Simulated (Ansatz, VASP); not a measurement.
# One calculation of As, two programs

File INCAR:

```
SYSTEM = As
PREC = Accurate ; ENCUT = 520
EDIFF = 1E-7 ; ISMEAR = -1
SIGMA = 0.1 ; LREAL = .False.
LASPH = .True. ; NELM = 60
ALGO = Normal ; ISIF = 2
LWAVE = .False. ; LCHARG = .True.
GGA = PE ; LELF = .True.
LVHAR = .True. ; NBANDS = 12
```

KPOINTS

```
regular mesh
0
Gamma
  16 16 9
  0 0 0
```

Contents of POSCAR:

```
As
1.0
    2.4159468924      0.0000000000      0.0000000000
   -1.2079734462      2.0922713831      0.0000000000
    0.0000000000      0.0000000000      3.8374445882
As
2
Direct
    0.3333333333      0.6666666667      0.2500000000
    0.6666666667      0.3333333333      0.7500000000
```

Input for Ansatz:

```yaml
crystal:
  lattice:
    - [2.4159468924, 0.0, 0.0]
    - [-1.2079734462, 2.0922713831, 0.0]
    - [0.0, 0.0, 3.8374445882]
  atoms:
    - { symbol: As, position: [0.3333333333, 0.6666666667, 0.25] }
    - { symbol: As, position: [0.6666666667, 0.3333333333, 0.75] }
kpoints:
  mp_grid: { grid: [16, 16, 9] }
scf:
  occupations: { method: fermi_dirac, width: 0.1 }
hamiltonian:
  xc: pbe
  pseudopotentials: { kind: all_electron, lapw: { basis_error: 0.001 } }
output:
  forces: true
  stress: true
  eigenvalues: true
  populations: true
```

Change from the starting cell: volume scaled by 0.5, LAPW.

Alike in both runs: task single point; functional PBE; k mesh 16 × 16 × 9; occupations fermi-dirac, width 0.1 eV; no spin polarisation.

|  | VASP | Ansatz |
| --- | --- | --- |
| version | VASP 6.6.1 | Ansatz 0.2.0 |
| potentials or method | VASP PAW PBE potentials, release 64 (As), cutoff 520 eV | all-electron LAPW, scalar-relativistic |

Ansatz gave:

| Property | Result |
| --- | --- |
| pressure (GPa) | 238.3 |
| traceless stress, the component that is largest in VASP (GPa) | -0.03 |

Task: What did VASP give for the same quantities?

Result: Pressure (GPa): 246.9; traceless stress, the component that is largest in VASP (GPa): 0.22.

Both programs put the cell under a high pressure, so it lies far from rest at this level. Ansatz ran all-electron here, and VASP with PAW potentials.

Noted on VASP's run: the cell as given lies far from equilibrium.
